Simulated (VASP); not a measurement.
Wanted: the native input for a VASP 6.6.1 run.

```yaml
Task: single point
Functional: r2SCAN
Potentials_or_basis: VASP PAW PBE potentials, release 64 (Sn_d, Se)
Cutoff: 520 eV
k_mesh: 8 × 8 × 8
Occupations: fermi-dirac, width 0.05 eV
Spin: no spin polarisation
Dipole_correction: no
Further_INCAR_settings: ALGO = Normal; EDIFF = 1e-07; NBANDS = 17
```

Crystal: SnSe.

```xyz
2
Lattice="0.0000 3.0299 3.0299 3.0299 0.0000 3.0299 3.0299 3.0299 0.0000" Properties=species:S:1:pos:R:3 pbc="T T T"
Sn    0.0000    0.0000    0.0000
Se    3.0299    3.0299    3.0299
```

The input as run:

POSCAR

```
SnSe
1.0
    0.0000000000      3.0299343558      3.0299343558
    3.0299343558      0.0000000000      3.0299343558
    3.0299343558      3.0299343558      0.0000000000
Sn Se
1 1
Direct
    0.0000000000      0.0000000000      0.0000000000
    0.5000000000      0.5000000000      0.5000000000
```

INCAR.step1

```
ALGO = Normal
EDIFF = 1E-4
ENCUT = 520
GGA = PE
ISMEAR = -1
LASPH = T
LCHARG = F
LREAL = F
LWAVE = T
NBANDS = 17
NELM = 80
PREC = Accurate
SIGMA = 0.05
```

INCAR.step2

```
ALGO = Normal
EDIFF = 1E-7
ENCUT = 520
ISIF = 2
ISMEAR = -1
ISTART = 1
LASPH = T
LCHARG = T
LELF = T
LMIXTAU = T
LREAL = F
LVHAR = T
LWAVE = F
METAGGA = R2SCAN
NBANDS = 17
NELM = 80
PREC = Accurate
SIGMA = 0.05
```

KPOINTS

```
k-points
0
Gamma
  8 8 8
```

Potentials or basis: VASP PAW PBE potentials, release 64 (Sn_d, Se).

Command:

```bash
$ cat potpaw_PBE.64/Sn_d/POTCAR potpaw_PBE.64/Se/POTCAR > POTCAR
$ cp INCAR.step1 INCAR
$ mpirun -np 1 vasp_std > vasp.out
$ cp INCAR.step2 INCAR
$ mpirun -np 1 vasp_std > vasp.out
```

Results of the run:

- Pressure: -1.1 GPa
- Band gap on the k mesh: 0.37 eV, direct

Caveat: the PAW data sets were made with another functional, which shifts forces and pressure a little; spin-orbit coupling is left out, which moves the levels of the heavy elements.

Run time: 2.5 min on 1 thread of Intel Xeon 8259CL, on a shared host, peak memory 0.19 GiB.
